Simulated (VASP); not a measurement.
# AgPt3 (Pm-3m) in VASP: a series of runs

AgPt3 is run at these levels: LDA; tasks: single point.

All numbers are computed with VASP 6.6.1; they aren't measurements. Logs are shortened: lines on timing, memory, paths and dates and some standing lists are left out, and cuts for length are marked.

## (1) The cell of the first run

Symmetry: Pm-3m, No. 221, cubic system. The conventional cell has a = 3.847 Å, b = 3.847 Å, c = 3.847 Å, α = 90.00°, β = 90.00°, γ = 90.00°. Ag (site symmetry m-3m) has 12 Pt at 2.72 Å within 3.6 Å. Pt (site symmetry 4/mmm) has 4 Ag at 2.72 Å and 8 Pt at 2.72 Å within 3.6 Å.

## (2) Single point, LDA (volume scaled by 0.96)

INCAR reads:

```
  ALGO = Normal
  EDIFF = 1E-7
  ENCUT = 520
  ISIF = 2
  ISMEAR = -1
  LASPH = True
  LCHARG = False
  LREAL = False
  LWAVE = False
  NBANDS = 28
  NELM = 60
  PREC = Accurate
  SIGMA = 0.08
```

KPOINTS reads:

```
k-points
0
Gamma
  9 9 9
```

POSCAR reads:

```
AgPt3
1.0
    3.8472908360      0.0000000000      0.0000000000
    0.0000000000      3.8472908360      0.0000000000
    0.0000000000      0.0000000000      3.8472908360
Ag Pt
1 3
Direct
    0.0000000000      0.0000000000      0.0000000000
    0.0000000000      0.5000000000      0.5000000000
    0.5000000000      0.0000000000      0.5000000000
    0.5000000000      0.5000000000      0.0000000000
```

Potentials or basis: VASP PAW LDA potentials, release 64 (Ag, Pt).

Command:

```bash
$ cat potpaw_LDA.64/Ag/POTCAR potpaw_LDA.64/Pt/POTCAR > POTCAR
$ mpirun -np 1 vasp_std > vasp.out
```

OUTCAR:

```text
EDIFF = 1E-7
   ENCUT = 520
   ISIF = 2
   ISMEAR = -1
   LASPH = True
   LREAL = False
   NELM = 60
   PREC = Accurate

 ion  position               nearest neighbor table
   1  0.000  0.000  0.000-   2 2.72   3 2.72   4 2.72   2 2.72   3 2.72   2 2.72   4 2.72   2 2.72
                             3 2.72   4 2.72   3 2.72   4 2.72
   2  0.000  0.500  0.500-   1 2.72   3 2.72   4 2.72   1 2.72   4 2.72   1 2.72   3 2.72   1 2.72
                             3 2.72   4 2.72   4 2.72   3 2.72
   3  0.500  0.000  0.500-   1 2.72   2 2.72   4 2.72   1 2.72   4 2.72   2 2.72   4 2.72   4 2.72
                             1 2.72   2 2.72   1 2.72   2 2.72
   4  0.500  0.500  0.000-   1 2.72   2 2.72   3 2.72   2 2.72   3 2.72   1 2.72   3 2.72   3 2.72
                             1 2.72   2 2.72   2 2.72   1 2.72

  LATTYP: Found a simple cubic cell.
 ALAT       =     3.8472908360

  Lattice vectors:

 A1 = (   3.8472908360,   0.0000000000,   0.0000000000)
 A2 = (   0.0000000000,   3.8472908360,   0.0000000000)
 A3 = (   0.0000000000,   0.0000000000,   3.8472908360)

Analysis of symmetry for initial positions (statically):
=====================================================================
 Subroutine PRICEL returns:
 Original cell was already a primitive cell.

 Routine SETGRP: Setting up the symmetry group for a
 simple cubic supercell.

 Subroutine GETGRP returns: Found 48 space group operations
 (whereof 48 operations were pure point group operations)
 out of a pool of 48 trial point group operations.

The static configuration has the point symmetry O_h .

Analysis of symmetry for dynamics (positions and initial velocities):
=====================================================================
 Subroutine PRICEL returns:
 Original cell was already a primitive cell.

 Routine SETGRP: Setting up the symmetry group for a
 simple cubic supercell.

 Subroutine GETGRP returns: Found 48 space group operations
 (whereof 48 operations were pure point group operations)
 out of a pool of 48 trial point group operations.

The dynamic configuration has the point symmetry O_h .

 Subroutine INISYM returns: Found 48 space group operations
 (whereof 48 operations are pure point group operations),
 and found     1 'primitive' translations

----------------------------------------------------------------------------------------

                                     Primitive cell

  volume of cell :      56.9462

  direct lattice vectors                    reciprocal lattice vectors
     3.847290836  0.000000000  0.000000000     0.259923162  0.000000000  0.000000000
     0.000000000  3.847290836  0.000000000     0.000000000  0.259923162  0.000000000
     0.000000000  0.000000000  3.847290836     0.000000000  0.000000000  0.259923162

  length of vectors
     3.847290836  3.847290836  3.847290836     0.259923162  0.259923162  0.259923162

  position of ions in fractional coordinates (direct lattice)
     0.000000000  0.000000000  0.000000000
     0.000000000  0.500000000  0.500000000
     0.500000000  0.000000000  0.500000000
     0.500000000  0.500000000  0.000000000

  ion indices of the primitive-cell ions
   primitive index   ion index
                 1           1
                 2           2
                 3           3
                 4           4

----------------------------------------------------------------------------------------

 KPOINTS: k-points

Automatic generation of k-mesh.
 Grid dimensions read from file:
 generate k-points for:    9    9    9

 Generating k-lattice:

  Cartesian coordinates                     Fractional coordinates (reciprocal lattice)
     0.028880351  0.000000000  0.000000000     0.111111111  0.000000000  0.000000000
     0.000000000  0.028880351  0.000000000     0.000000000  0.111111111  0.000000000
     0.000000000  0.000000000  0.028880351     0.000000000  0.000000000  0.111111111

  Length of vectors
     0.028880351  0.028880351  0.028880351

  Shift w.r.t. Gamma in fractional coordinates (k-lattice)
     0.000000000  0.000000000  0.000000000

 Subroutine IBZKPT returns following result:
 ===========================================

 Found     35 irreducible k-points:

 Following reciprocal coordinates:
            Coordinates               Weight
  0.000000  0.000000  0.000000      1.000000
  0.111111  0.000000  0.000000      6.000000
  0.222222  0.000000  0.000000      6.000000
  0.333333  0.000000  0.000000      6.000000
  0.444444  0.000000  0.000000      6.000000
  0.111111  0.111111  0.000000     12.000000
[... 16 lines left out ...]
  0.333333  0.333333  0.111111     24.000000
  0.444444  0.333333  0.111111     48.000000
 [... further k-points ...]
   k-points           NKPTS =     35   k-points in BZ     NKDIM =     35   number of bands    NBANDS=     28
   number of dos      NEDOS =    301   number of ions     NIONS =      4
   total plane-waves  NPLWV =  27000
   dimension x,y,z NGX =    30 NGY =   30 NGZ =   30
   dimension x,y,z NGXF=    60 NGYF=   60 NGZF=   60
   ions per type =               1   3
   NGX,Y,Z   is equivalent  to a cutoff of  12.96, 12.96, 12.96 a.u.
   NGXF,Y,Z  is equivalent  to a cutoff of  25.93, 25.93, 25.93 a.u.
 SYSTEM =  unknown system
   PREC   = accura    normal or accurate (medium, high low for compatibility)
   ISTART =      0    job   : 0-new  1-cont  2-samecut
   ICHARG =      2    charge: 1-file 2-atom 10-const
   ISPIN  =      1    spin polarized calculation?
   LNONCOLLINEAR =      F non collinear calculations
   LSORBIT =      F    spin-orbit coupling
   LASPH  =      T    aspherical Exc in radial PAW
   ENCUT  =  520.0 eV  38.22 Ry    6.18 a.u.   7.15  7.15  7.15*2*pi/ulx,y,z
   NELM   =     60;   NELMIN=  2; NELMDL= -5     # of ELM steps
   EDIFF  = 0.1E-06   stopping-criterion for ELM
   LREAL  =      F    real-space projection
   EDIFFG = 0.1E-05   stopping-criterion for IOM
   NSW    =      0    number of steps for IOM
   IBRION =     -1    ionic relax: 0-MD 1-quasi-New 2-CG
   NFREE  =      0    steps in history (QN), initial steepest desc. (CG)
   ISIF   =      2    stress and relaxation
   ISYM   =      2    0-nonsym 1-usesym 2-fastsym
   POTIM  = 0.5000    time-step for ionic-motion
   TEBEG  =    0.0;   TEEND  =   0.0 temperature during run
   PSTRESS=    0.0 pullay stress
   NELECT =      41.0000    total number of electrons
   NUPDOWN=      -1.0000    fix difference up-down
   EMIN   =  10.00;   EMAX   =-10.00  energy-range for DOS
   EFERMI =   0.00;   METHOD = LEGACY
   ISMEAR =    -1;   SIGMA  =   0.08  broadening in eV -4-tet -1-fermi 0-gaus
   EFERMI_NEDOS =   21; number of points for ismear=-14 and -15
   IALGO  =     38    algorithm
   IMIX   =      4    mixing-type and parameters
     AMIX     =   0.40;   BMIX     =  1.00
     AMIX_MAG =   1.60;   BMIX_MAG =  1.00
  volume/ion in A,a.u.               =      14.24        96.07
  Fermi-wavevector in a.u.,A,eV,Ry     =   1.467285  2.772766 29.292320  2.152925
  Thomas-Fermi vector in A             =   2.582921
   LORBIT       =      0    0 simple, 1 ext, 2 COOP (PROOUT), +10 PAW based schemes
   GGA     = CA    functional components
   LHFCALC =     F    Hartree Fock is set to
   AEXX    =    0.0000 exact exchange contribution
   IVDW    =     0    specifies the selected vdW correction
   LEPSILON=     F    determine dielectric tensor
   LRPA    =     F    only Hartree local field effects (RPA)
 non-spin polarized calculation
  energy-cutoff  :      520.00
  volume of cell :       56.95
 maximum number of plane-waves:      1551
 NGX is ok and might be reduce to    30
   NGX = 15   NGY = 15   NGZ = 15

 number of electron      40.9999986 magnetization

 Free energy of the ion-electron system (eV)
  ---------------------------------------------------
  ext. energy  EPLUGINS =         0.00000000
  ---------------------------------------------------
  free energy    TOTEN  =       -26.11398081 eV

  energy without entropy =      -26.04856003  energy(sigma->0) =      -26.08127042

 E-fermi :  11.6613     XC(G=0): -13.9372

 val. band max:       11.6610252511   @ k =   0.4444   0.4444   0.3333
 cond. band min:      11.6722239210   @ k =   0.4444   0.2222   0.1111
 fundamental gap:      0.0111986699
 Fermi energy:        11.6612737885

 k-point     1 :       0.0000    0.0000    0.0000
  band No.  band energies     occupation
      1       1.4199      2.00000
      2       4.1646      2.00000
      3       4.1646      2.00000
      4       4.3225      2.00000
      5       4.6043      2.00000
      6       4.6043      2.00000
[... 20 lines left out ...]
     27      22.3423      0.00000
     28      23.1608      0.00000

 k-point     2 :       0.1111    0.0000    0.0000
  band No.  band energies     occupation
      1       1.5894      2.00000
      2       4.2456      2.00000
      3       4.2807      2.00000
      4       4.4357      2.00000
      5       4.6708      2.00000
      6       4.7076      2.00000
[... 20 lines left out ...]
     27      22.6888      0.00000
     28      23.2073      0.00000

 k-point     3 :       0.2222    0.0000    0.0000
  band No.  band energies     occupation
      1       2.0823      2.00000
      2       4.4432      2.00000
      3       4.6015      2.00000
      4       4.7657      2.00000
      5       4.8652      2.00000
      6       5.0141      2.00000
[... 20 lines left out ...]
     27      22.8201      0.00000
     28      22.8201      0.00000

 k-point     4 :       0.3333    0.0000    0.0000
  band No.  band energies     occupation
      1       2.8380      2.00000
      2       4.6218      2.00000
      3       5.0309      2.00000
      4       5.1706      2.00000
      5       5.2390      2.00000
      6       5.5108      2.00000
[... 20 lines left out ...]
     27      21.9884      0.00000
     28      21.9884      0.00000

 k-point     5 :       0.4444    0.0000    0.0000
  band No.  band energies     occupation
      1       3.6768      2.00000
      2       4.5194      2.00000
      3       5.3682      2.00000
      4       5.5372      2.00000
      5       5.6492      2.00000
      6       6.1280      2.00000
[... 20 lines left out ...]
     27      20.8340      0.00000
     28      20.8340      0.00000

 k-point     6 :       0.1111    0.1111    0.0000
  band No.  band energies     occupation
      1       1.7550      2.00000
      2       4.3492      2.00000
      3       4.3650      2.00000
      4       4.5353      2.00000
      5       4.7671      2.00000
      6       4.7762      2.00000
[... 463 lines left out ...]
      5       5.7062      2.00000
      6       5.8287      2.00000
[... 20 lines left out ...]
     27      22.9018      0.00000
     28      23.3154      0.00000

 k-point    22 :       0.4444    0.2222    0.1111
  band No.  band energies     occupation
      1       4.1527      2.00000
      2       4.8776      2.00000
      3       5.5809      2.00000
      4       5.9133      2.00000
      5       5.9326      2.00000
      6       6.0021      2.00000
[... 20 lines left out ...]
     27      23.5457      0.00000
     28      24.1405      0.00000

 k-point    23 :       0.3333    0.3333    0.1111
  band No.  band energies     occupation
      1       3.9448      2.00000
      2       5.2323      2.00000
      3       5.2357      2.00000
      4       5.6057      2.00000
      5       6.1004      2.00000
      6       6.1312      2.00000
[... 20 lines left out ...]
     27      21.7601      0.00000
     28      23.6192      0.00000

 k-point    24 :       0.4444    0.3333    0.1111
  band No.  band energies     occupation
      1       4.4974      2.00000
      2       5.0714      2.00000
      3       5.4322      2.00000
      4       5.8681      2.00000
      5       6.1743      2.00000
      6       6.4312      2.00000
[... 20 lines left out ...]
     27      22.8605      0.00000
     28      23.9898      0.00000

 [... further k-points ...]
[... 5 lines left out ...]
  --------------------------------------------------------------------------------------
  -------------------------------------------------------------------------------------
  Total        5.4951070      5.4951070      5.4951070      0.0000000      0.0000000     -0.0000000
  in kB      154.6043411    154.6043411    154.6043411      0.0000000      0.0000000     -0.0000000
  external PRESSURE =     154.6043411 kB  Pullay stress =       0.0000000 kB

 VOLUME and BASIS-vectors are now :
 -----------------------------------------------------------------------------
  energy-cutoff  :      520.00
  volume of cell :       56.95
      direct lattice vectors                 reciprocal lattice vectors
     3.847290836  0.000000000  0.000000000     0.259923162  0.000000000  0.000000000
     0.000000000  3.847290836  0.000000000     0.000000000  0.259923162  0.000000000
     0.000000000  0.000000000  3.847290836     0.000000000  0.000000000  0.259923162

 POSITION                                       TOTAL-FORCE (eV/Angst)
 -----------------------------------------------------------------------------------
      0.00000      0.00000      0.00000         0.000000      0.000000      0.000000
      0.00000      1.92365      1.92365         0.000000      0.000000      0.000000
      1.92365      0.00000      1.92365         0.000000      0.000000      0.000000
      1.92365      1.92365      0.00000         0.000000      0.000000      0.000000
 -----------------------------------------------------------------------------------
    total drift:                                0.000000      0.000000     -0.000000

  FREE ENERGIE OF THE ION-ELECTRON SYSTEM (eV)
  ---------------------------------------------------
  free  energy   TOTEN  =       -26.1139808127 eV

  energy  without entropy=      -26.0485600328  energy(sigma->0) =      -26.08127042
```

Run time: 35 s. Hardware: 1 thread of Intel Xeon Platinum 8124M at 3.00GHz (Skylake/Cascade Lake), shared host; peak memory 0.18 GiB.

Results:

```
Free energy : -26.1140 eV
Pressure    : 15.5 GPa
```

Levels at points of the mesh, in eV from the Fermi level:
| k point | band 17 | band 18 | band 19 | band 20 | band 21 | band 22 | band 23 | band 24 |
| --- | --- | --- | --- | --- | --- | --- | --- | --- |
| (0.00, 0.00, 0.00) | -0.43 | 0.36 | 0.84 | 0.84 | 0.84 | 1.88 | 1.88 | 1.88 |

Caveat: spin-orbit coupling is left out, which moves the levels of the heavy elements.

## (3) Single point, LDA (volume scaled by 0.99)

INCAR reads:

```
SYSTEM = AgPt3
  ALGO = Normal
  EDIFF = 1E-6
  ENCUT = 520
  ISIF = 2
  ISMEAR = -1
  LASPH = .True.
  LCHARG = .False.
  LREAL = .False.
  LWAVE = .False.
  NBANDS = 28
  NELM = 80
  PREC = Accurate
  SIGMA = 0.08
```

KPOINTS reads:

```
k-points
0
Gamma
  9 9 9
  0 0 0
```

POSCAR reads:

```
AgPt3
1.0
    3.8869564243      0.0000000000      0.0000000000
    0.0000000000      3.8869564243      0.0000000000
    0.0000000000      0.0000000000      3.8869564243
Ag Pt
1 3
Direct
    0.0000000000      0.0000000000      0.0000000000
    0.0000000000      0.5000000000      0.5000000000
    0.5000000000      0.0000000000      0.5000000000
    0.5000000000      0.5000000000      0.0000000000
```

Potentials or basis: VASP PAW LDA potentials, release 64 (Ag, Pt).

Command:

```bash
$ cat potpaw_LDA.64/Ag/POTCAR potpaw_LDA.64/Pt/POTCAR > POTCAR
$ mpirun -np 1 vasp_std > vasp.out
```

It took 34 s on 1 thread of Intel Xeon Platinum 8124M at 3.00GHz (Skylake/Cascade Lake), shared host; peak memory 0.18 GiB.

The run converged. Its results:

- Free energy: -26.2317 eV
- Pressure: 5.7 GPa

Levels at points of the mesh, in eV from the Fermi level:
| k point | band 18 | band 19 | band 20 | band 21 | band 22 | band 23 |
| --- | --- | --- | --- | --- | --- | --- |
| (0.00, 0.00, 0.00) | 0.34 | 0.79 | 0.79 | 0.79 | 1.93 | 1.93 |

Caveat: spin-orbit coupling is left out, which moves the levels of the heavy elements.

## (4) Single point, LDA (volume scaled by 1.02)

INCAR reads:

```
ALGO = Normal
EDIFF = 1E-7
ENCUT = 520
GGA = CA
ISIF = 2
ISMEAR = -1
LASPH = T
LCHARG = F
LREAL = F
LWAVE = F
NBANDS = 28
NELM = 80
PREC = Accurate
SIGMA = 0.08
```

KPOINTS reads:

```
k-points
0
Gamma
  9 9 9
```

POSCAR reads:

```
AgPt3
1.0
    3.9258285673      0.0000000000      0.0000000000
    0.0000000000      3.9258285673      0.0000000000
    0.0000000000      0.0000000000      3.9258285673
Ag Pt
1 3
Direct
    0.0000000000      0.0000000000      0.0000000000
    0.0000000000      0.5000000000      0.5000000000
    0.5000000000      0.0000000000      0.5000000000
    0.5000000000      0.5000000000      0.0000000000
```

Command:

```bash
$ cat potpaw_LDA.64/Ag/POTCAR potpaw_LDA.64/Pt/POTCAR > POTCAR
$ mpirun -np 1 vasp_std > vasp.out
```

Run time: 40 s. Hardware: 1 thread of Intel Xeon Platinum 8124M at 3.00GHz (Skylake/Cascade Lake), shared host; peak memory 0.19 GiB.

It converged, with:

```yaml
Free_energy: -26.2510 eV
Pressure: -2.3 GPa
```

Levels at points of the mesh, in eV from the Fermi level:
```
           k point  band 17  band 18  band 19  band 20  band 21  band 22  band 23  band 24
(0.00, 0.00, 0.00)    -0.41     0.32     0.74     0.74     0.74     1.98     1.98     1.98
```

Caveat: spin-orbit coupling is left out, which moves the levels of the heavy elements.

## (5) Summary

```csv
cell,gap on the mesh (eV),pressure (GPa)
"a = 3.847 Å, 4 atoms",none,15.5
"a = 3.887 Å, 4 atoms",none,5.7
"a = 3.926 Å, 4 atoms",none,-2.3
```

Alike in all rows: task single point; level LDA; potentials or basis VASP PAW LDA potentials, release 64 (Ag, Pt); no spin polarisation; k mesh 9 × 9 × 9; cutoff (eV) 520; smearing fermi-dirac 0.08 eV.

Caveats: spin-orbit coupling is left out, which moves the levels of the heavy elements.

Absolute energies hang on the potentials; compare differences alone.
